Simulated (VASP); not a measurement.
A run of VASP 6.6.1 is set up as follows.

Contents of POSCAR:

```
K2S
1.0
    0.0000000000      3.7027051400      3.7027051400
    3.7027051400      0.0000000000      3.7027051400
    3.7027051400      3.7027051400      0.0000000000
K S
2 1
Direct
    0.7500000000      0.7500000000      0.7500000000
    0.2500000000      0.2500000000      0.2500000000
    0.0000000000      0.0000000000      0.0000000000
```

File INCAR.step1:

```
SYSTEM = K2S
PREC     = Accurate       ! precision mode
ENCUT    = 400            ! plane-wave cutoff, eV
EDIFF    = 1E-5           ! SCF threshold, eV
ISMEAR   = 0              ! smearing method
SIGMA    = 0.01           ! smearing width, eV
LREAL    = .False.        ! projectors in reciprocal space
LASPH    = .True.         ! aspherical terms in the spheres
NELM     = 120            ! most SCF steps
ALGO     = Normal         ! electronic algorithm
ISIF     = 2              ! what is computed and relaxed
LWAVE    = .True.         ! write WAVECAR
LCHARG   = .False.        ! write CHGCAR
NBANDS   = 19             ! bands
GGA      = PE             ! functional
GGA_COMPAT= .False.
```

File INCAR.step2:

```
SYSTEM = K2S
PREC     = Accurate       ! precision mode
ENCUT    = 400            ! plane-wave cutoff, eV
EDIFF    = 1E-6           ! SCF threshold, eV
ISMEAR   = 0              ! smearing method
SIGMA    = 0.01           ! smearing width, eV
LREAL    = .False.        ! projectors in reciprocal space
LASPH    = .True.         ! aspherical terms in the spheres
NELM     = 120            ! most SCF steps
ALGO     = Normal         ! electronic algorithm
ISIF     = 2              ! what is computed and relaxed
LWAVE    = .False.        ! write WAVECAR
LCHARG   = .False.        ! write CHGCAR
GGA      = PE             ! functional
LHFCALC  = .True.         ! exact exchange
AEXX     = 0.25           ! exact-exchange fraction
PRECFOCK = Normal       
NBANDS   = 19             ! bands
ISTART   = 1            
GGA_COMPAT= .False.
```

The input KPOINTS:

```
regular mesh
0
Gamma
  4 4 4
  0 0 0
```

Potentials or basis: VASP PAW PBE potentials, release 64 (K_sv, S).

The run is started by

```sh
$ cat potpaw_PBE.64/K_sv/POTCAR potpaw_PBE.64/S/POTCAR > POTCAR
$ cp INCAR.step1 INCAR
$ mpirun -np 1 vasp_std > vasp.out
$ cp INCAR.step2 INCAR
$ mpirun -np 1 vasp_std > vasp.out
```

Q: What does it give for the pressure?

A: 0.1 GPa.

Q: Estimate the band gap on the k mesh.

A: 4.02 eV (least direct gap 4.20 eV).

Caveat: the PAW data sets were made with another functional, which shifts forces and pressure a little. A k mesh can miss the band edges.
